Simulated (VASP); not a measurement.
# Ni (P6/mmm) in VASP: further runs

The runs below take Ni through single point, with PBE.

Program: VASP 6.6.1. These are calculated values, not measurements. Logs are shortened: lines on timing, memory, paths and dates and some standing lists are left out, and cuts for length are marked.

## 1. The cell of the first run

The structure is hexagonal, space group P6/mmm (No. 191). Conventional cell: a = 3.870 Å, b = 3.870 Å, c = 2.337 Å, α = 90.00°, β = 90.00°, γ = 120.00°. Ni (site symmetry 6/mmm) has 14 Ni at 2.34 to 2.52 Å within 3.1 Å. Ni (site symmetry -6m2) has 11 Ni at 2.23 to 2.52 Å within 3.0 Å.

This isn't the form of Ni at room conditions, which is fcc.

## 2. Single point, PBE, collinear spin, ferromagnetic start

INCAR reads:

```
SYSTEM = Ni
PREC = Accurate
ENCUT = 520
EDIFF = 1E-6
ISMEAR = -1
SIGMA = 0.1
LREAL = .FALSE.
LASPH = .TRUE.
NELM = 150
ALGO = Normal
ISIF = 2
LWAVE = .FALSE.
LCHARG = .FALSE.
ISPIN = 2
MAGMOM = 1 1 1
LORBIT = 11
LMAXMIX = 4
GGA = PE
NBANDS = 26
```

KPOINTS reads:

```
regular mesh
0
G
  10 10 13
  0 0 0
```

POSCAR reads:

```
Ni
1.0
    3.8703373901      0.0000000000      0.0000000000
   -1.9351686950      3.3518105010      0.0000000000
    0.0000000000      0.0000000000      2.3366964076
Ni
3
Direct
    0.0000000000      0.0000000000      0.0000000000
    0.3333333333      0.6666666667      0.5000000000
    0.6666666667      0.3333333333      0.5000000000
```

Potentials or basis: VASP PAW PBE potentials, release 64 (Ni).

Command:

```console
$ cat potpaw_PBE.64/Ni/POTCAR > POTCAR
$ mpirun -np 1 vasp_std > vasp.out
```

OUTCAR:

```text
SYSTEM = Ni
   PREC = Accurate
   ENCUT = 520
   EDIFF = 1E-6
   ISMEAR = -1
   LREAL = .FALSE.
   LASPH = .TRUE.
   NELM = 150
   ISIF = 2
   ISPIN = 2
   LORBIT = 11
   GGA = PE

 ion  position               nearest neighbor table
   1  0.000  0.000  0.000-   2 2.52   3 2.52   2 2.52   3 2.52   2 2.52   2 2.52   3 2.52   3 2.52
                             3 2.52   3 2.52   2 2.52   2 2.52
   2  0.333  0.667  0.500-   3 2.23   3 2.23   3 2.23   1 2.52   1 2.52   1 2.52   1 2.52   1 2.52
                             1 2.52
   3  0.667  0.333  0.500-   2 2.23   2 2.23   2 2.23   1 2.52   1 2.52   1 2.52   1 2.52   1 2.52
                             1 2.52

  LATTYP: Found a hexagonal cell.
 ALAT       =     3.8703373901
 C/A-ratio  =     0.6037448863

  Lattice vectors:

 A1 = (   3.8703373901,   0.0000000000,   0.0000000000)
 A2 = (  -1.9351686950,   3.3518105010,   0.0000000000)
 A3 = (   0.0000000000,   0.0000000000,   2.3366964076)

Analysis of symmetry for initial positions (statically):
=====================================================================
 Subroutine PRICEL returns:
 Original cell was already a primitive cell.

 Routine SETGRP: Setting up the symmetry group for a
 hexagonal supercell.

 Subroutine GETGRP returns: Found 24 space group operations
 (whereof 24 operations were pure point group operations)
 out of a pool of 24 trial point group operations.

The static configuration has the point symmetry D_6h.

Analysis of symmetry for dynamics (positions and initial velocities):
=====================================================================
 Subroutine PRICEL returns:
 Original cell was already a primitive cell.

 Routine SETGRP: Setting up the symmetry group for a
 hexagonal supercell.

 Subroutine GETGRP returns: Found 24 space group operations
 (whereof 24 operations were pure point group operations)
 out of a pool of 24 trial point group operations.

The dynamic configuration has the point symmetry D_6h.

Analysis of structural, dynamic, and magnetic symmetry:
=====================================================================
 Subroutine PRICEL returns:
 Original cell was already a primitive cell.

 Routine SETGRP: Setting up the symmetry group for a
 hexagonal supercell.

 Subroutine GETGRP returns: Found 24 space group operations
 (whereof 24 operations were pure point group operations)
 out of a pool of 24 trial point group operations.

The overall configuration has the point symmetry D_6h.

 Subroutine INISYM returns: Found 24 space group operations
 (whereof 24 operations are pure point group operations),
 and found     1 'primitive' translations

----------------------------------------------------------------------------------------

                                     Primitive cell

  volume of cell :      30.3131

  direct lattice vectors                    reciprocal lattice vectors
     3.870337390  0.000000000  0.000000000     0.258375407  0.149173111  0.000000000
    -1.935168695  3.351810501  0.000000000     0.000000000  0.298346222  0.000000000
     0.000000000  0.000000000  2.336696408     0.000000000  0.000000000  0.427954610

  length of vectors
     3.870337390  3.870337390  2.336696408     0.298346222  0.298346222  0.427954610

  position of ions in fractional coordinates (direct lattice)
     0.000000000  0.000000000  0.000000000
     0.333333333  0.666666667  0.500000000
     0.666666667  0.333333333  0.500000000

  ion indices of the primitive-cell ions
   primitive index   ion index
                 1           1
                 2           2
                 3           3

----------------------------------------------------------------------------------------

 KPOINTS: regular mesh

Automatic generation of k-mesh.
 Grid dimensions read from file:
 generate k-points for:   10   10   13

 Generating k-lattice:

  Cartesian coordinates                     Fractional coordinates (reciprocal lattice)
     0.025837541  0.014917311  0.000000000     0.100000000  0.000000000  0.000000000
     0.000000000  0.029834622  0.000000000     0.000000000  0.100000000  0.000000000
     0.000000000  0.000000000  0.032919585     0.000000000  0.000000000  0.076923077

  Length of vectors
     0.029834622  0.029834622  0.032919585

  Shift w.r.t. Gamma in fractional coordinates (k-lattice)
     0.000000000  0.000000000  0.000000000

 Subroutine IBZKPT returns following result:
 ===========================================

 Found     98 irreducible k-points:

 Following reciprocal coordinates:
            Coordinates               Weight
  0.000000  0.000000  0.000000      1.000000
  0.100000 -0.000000  0.000000      6.000000
  0.200000 -0.000000  0.000000      6.000000
  0.300000 -0.000000  0.000000      6.000000
  0.400000 -0.000000  0.000000      6.000000
  0.500000  0.000000  0.000000      3.000000
[... 16 lines left out ...]
  0.300000  0.100000  0.076923     24.000000
  0.400000  0.100000  0.076923     24.000000
 [... further k-points ...]
   k-points           NKPTS =     98   k-points in BZ     NKDIM =     98   number of bands    NBANDS=     26
   number of dos      NEDOS =    301   number of ions     NIONS =      3
   total plane-waves  NPLWV =  16200
   dimension x,y,z NGX =    30 NGY =   30 NGZ =   18
   dimension x,y,z NGXF=    60 NGYF=   60 NGZF=   36
   ions per type =               3
   NGX,Y,Z   is equivalent  to a cutoff of  12.89, 12.89, 12.81 a.u.
   NGXF,Y,Z  is equivalent  to a cutoff of  25.77, 25.77, 25.61 a.u.
 SYSTEM =  Ni
   PREC   = accura    normal or accurate (medium, high low for compatibility)
   ISTART =      0    job   : 0-new  1-cont  2-samecut
   ICHARG =      2    charge: 1-file 2-atom 10-const
   ISPIN  =      2    spin polarized calculation?
   LNONCOLLINEAR =      F non collinear calculations
   LSORBIT =      F    spin-orbit coupling
   LASPH  =      T    aspherical Exc in radial PAW
   ENCUT  =  520.0 eV  38.22 Ry    6.18 a.u.   7.20  7.20  4.34*2*pi/ulx,y,z
   NELM   =    150;   NELMIN=  2; NELMDL= -5     # of ELM steps
   EDIFF  = 0.1E-05   stopping-criterion for ELM
   LREAL  =      F    real-space projection
   EDIFFG = 0.1E-04   stopping-criterion for IOM
   NSW    =      0    number of steps for IOM
   IBRION =     -1    ionic relax: 0-MD 1-quasi-New 2-CG
   NFREE  =      0    steps in history (QN), initial steepest desc. (CG)
   ISIF   =      2    stress and relaxation
   ISYM   =      2    0-nonsym 1-usesym 2-fastsym
   POTIM  = 0.5000    time-step for ionic-motion
   TEBEG  =    0.0;   TEEND  =   0.0 temperature during run
   PSTRESS=    0.0 pullay stress
   NELECT =      30.0000    total number of electrons
   NUPDOWN=      -1.0000    fix difference up-down
   EMIN   =  10.00;   EMAX   =-10.00  energy-range for DOS
   EFERMI =   0.00;   METHOD = LEGACY
   ISMEAR =    -1;   SIGMA  =   0.10  broadening in eV -4-tet -1-fermi 0-gaus
   EFERMI_NEDOS =   21; number of points for ismear=-14 and -15
   IALGO  =     38    algorithm
   IMIX   =      4    mixing-type and parameters
     AMIX     =   0.40;   BMIX     =  1.00
     AMIX_MAG =   1.60;   BMIX_MAG =  1.00
  volume/ion in A,a.u.               =      10.10        68.19
  Fermi-wavevector in a.u.,A,eV,Ry     =   1.631442  3.082979 36.213322  2.661604
  Thomas-Fermi vector in A             =   2.723578
   LORBIT       =     11    0 simple, 1 ext, 2 COOP (PROOUT), +10 PAW based schemes
   GGA     = PE    functional components
   LHFCALC =     F    Hartree Fock is set to
   AEXX    =    0.0000 exact exchange contribution
   IVDW    =     0    specifies the selected vdW correction
   LEPSILON=     F    determine dielectric tensor
   LRPA    =     F    only Hartree local field effects (RPA)
 spin polarized calculation
  energy-cutoff  :      520.00
  volume of cell :       30.31
 maximum number of plane-waves:       843
 NGX is ok and might be reduce to    30
   NGX = 15   NGY = 15   NGZ =  9

 number of electron      30.0000015 magnetization       1.6993358

 Free energy of the ion-electron system (eV)
  ---------------------------------------------------
  ext. energy  EPLUGINS =         0.00000000
  ---------------------------------------------------
  free energy    TOTEN  =       -15.94512080 eV

  energy without entropy =      -15.76640251  energy(sigma->0) =      -15.85576166

 E-fermi :  10.4513     XC(G=0): -13.6872

 val. band max:       10.4455830513   @ k =   0.1000  -0.0000   0.2308
 cond. band min:      10.4539657463   @ k =   0.3000   0.2000   0.0000
 fundamental gap:      0.0083826949
 Fermi energy:        10.4512507845

 spin component 1

 k-point     1 :       0.0000    0.0000    0.0000
  band No.  band energies     occupation
      1       0.9353      1.00000
      2       5.8098      1.00000
      3       7.0583      1.00000
      4       7.0583      1.00000
      5       7.0586      1.00000
      6       7.0586      1.00000
[... 18 lines left out ...]
     25      37.2165      0.00000
     26      38.3834      0.00000
[... 644 lines left out ...]
      4       6.8790      1.00000
      5       6.9593      1.00000
      6       7.1328      1.00000
[... 18 lines left out ...]
     25      30.4993      0.00000
     26      31.4724      0.00000

 [... further k-points ...]

 spin component 2

 k-point     1 :       0.0000    0.0000    0.0000
  band No.  band energies     occupation
      1       0.9222      1.00000
      2       6.2934      1.00000
      3       7.4769      1.00000
      4       7.4769      1.00000
      5       7.5133      1.00000
      6       7.5133      1.00000
[... 18 lines left out ...]
     25      37.1069      0.00000
     26      38.2894      0.00000
[... 644 lines left out ...]
      4       7.4535      1.00000
      5       7.5157      1.00000
      6       7.7099      1.00000
[... 18 lines left out ...]
     25      30.5421      0.00000
     26      31.5727      0.00000

 [... further k-points ...]

------------------------ aborting loop because EDIFF is reached ----------------------------------------

  FORCE on cell =-STRESS in cart. coord.  units (eV):
  Direction    XX          YY          ZZ          XY          YZ          ZX
  --------------------------------------------------------------------------------------
  -------------------------------------------------------------------------------------
  Total        4.2873074      4.2873074      4.2496629      0.0000000     -0.0000000      0.0000000
  in kB      226.6024660    226.6024660    224.6127917      0.0000000     -0.0000000      0.0000000
  external PRESSURE =     225.9392412 kB  Pullay stress =       0.0000000 kB

 VOLUME and BASIS-vectors are now :
 -----------------------------------------------------------------------------
  energy-cutoff  :      520.00
  volume of cell :       30.31
      direct lattice vectors                 reciprocal lattice vectors
     3.870337390  0.000000000  0.000000000     0.258375407  0.149173111  0.000000000
    -1.935168695  3.351810501  0.000000000     0.000000000  0.298346222  0.000000000
     0.000000000  0.000000000  2.336696408     0.000000000  0.000000000  0.427954610

 POSITION                                       TOTAL-FORCE (eV/Angst)
 -----------------------------------------------------------------------------------
      0.00000      0.00000      0.00000         0.000000      0.000000      0.000000
     -0.00000      2.23454      1.16835         0.000000      0.000000     -0.000000
      1.93517      1.11727      1.16835        -0.000000     -0.000000      0.000000
 -----------------------------------------------------------------------------------
    total drift:                               -0.000000      0.000000      0.000000

  FREE ENERGIE OF THE ION-ELECTRON SYSTEM (eV)
  ---------------------------------------------------
  free  energy   TOTEN  =       -15.9451208017 eV

  energy  without entropy=      -15.7664025093  energy(sigma->0) =      -15.85576166

 total charge

# of ion       s       p       d       tot
------------------------------------------
    1        0.512   0.549   8.348   9.409
    2        0.546   0.575   8.383   9.504
    3        0.546   0.575   8.383   9.504
--------------------------------------------------
tot          1.603   1.699  25.115  28.417

 magnetization (x)

# of ion       s       p       d       tot
------------------------------------------
    1       -0.003  -0.022   0.578   0.554
    2       -0.005  -0.020   0.602   0.577
    3       -0.005  -0.020   0.602   0.577
--------------------------------------------------
tot         -0.013  -0.061   1.782   1.708
```

It took 3.7 min on 1 thread of Intel Xeon 8259CL, shared host; peak memory 0.23 GiB.

What came out:

```
Free energy                                           : -15.9451 eV
Pressure                                              : 22.6 GPa
Net moment                                            : 1.70 μB per cell
Site moments                                          : Ni +0.55, +0.58 (each value once) μB
Valence electrons inside the program's atomic spheres : Ni 9.41, 9.50 (each value once)
```

Caveat: the cell stands under pressure.

## 3. Single point, PBE, collinear spin, ferromagnetic start

INCAR reads:

```
PREC = Accurate
ENCUT = 520
EDIFF = 1E-6
ISMEAR = -1
SIGMA = 0.1
LREAL = False
LASPH = True
NELM = 150
ALGO = Normal
ISIF = 2
LWAVE = False
LCHARG = False
ISPIN = 2
MAGMOM = 1 1 1
LORBIT = 11
LMAXMIX = 4
GGA = PE
NBANDS = 26
```

KPOINTS reads:

```
regular mesh
0
Gamma
  10 10 13
```

POSCAR reads:

```
Ni
1.0
    3.8701094891      0.0000000000      0.0000000000
   -1.9350547445      3.3516131330      0.0000000000
    0.0000000000      0.0000000000      2.3370045856
Ni
3
Direct
    0.0000000000      0.0000000000      0.0000000000
    0.3333333333      0.6666666667      0.5000000000
    0.6666666667      0.3333333333      0.5000000000
```

Potentials or basis: VASP PAW PBE potentials, release 64 (Ni).

Command:

```console
$ cat potpaw_PBE.64/Ni/POTCAR > POTCAR
$ mpirun -np 1 vasp_std > vasp.out
```

Wall time 3.8 min (1 thread of Intel Xeon 8259CL, shared host); peak memory 0.23 GiB.

It converged, with:

| Property | Result |
| --- | --- |
| Free energy | -15.9452 eV |
| Pressure | 22.6 GPa |
| Net moment | 1.70 μB per cell |
| Site moments | Ni +0.55, +0.58 (each value once) μB |
| Valence electrons inside the program's atomic spheres | Ni 9.41, 9.50 (each value once) |

Stress tensor (GPa, compression positive):
```
22.68  0.00  0.00
 0.00 22.68  0.00
 0.00  0.00 22.40
```

Levels at points of the mesh, in eV from the Fermi level:
Spin up:
```tsv
k point	band 13	band 14	band 15	band 16	band 17	band 18	band 19	band 20
(0.00, 0.00, 0.00)	-1.57	-1.57	-0.36	-0.36	6.44	6.44	6.47	6.47
(0.50, 0.00, 0.00)	-0.71	-0.69	-0.66	-0.61	-0.38	-0.02	6.84	16.30
```
Spin down:
| k point | band 10 | band 11 | band 12 | band 13 | band 14 | band 15 | band 16 | band 17 | band 18 | band 19 |
| --- | --- | --- | --- | --- | --- | --- | --- | --- | --- | --- |
| (0.00, 0.00, 0.00) | -1.58 | -1.01 | -1.01 | -0.95 | -0.95 | 0.28 | 0.28 | 6.69 | 6.69 | 6.70 |
| (0.50, 0.00, 0.00) | -0.89 | -0.85 | -0.31 | -0.08 | -0.05 | -0.04 | -0.04 | 0.07 | 0.33 | 7.19 |

Caveat: the cell stands under pressure.
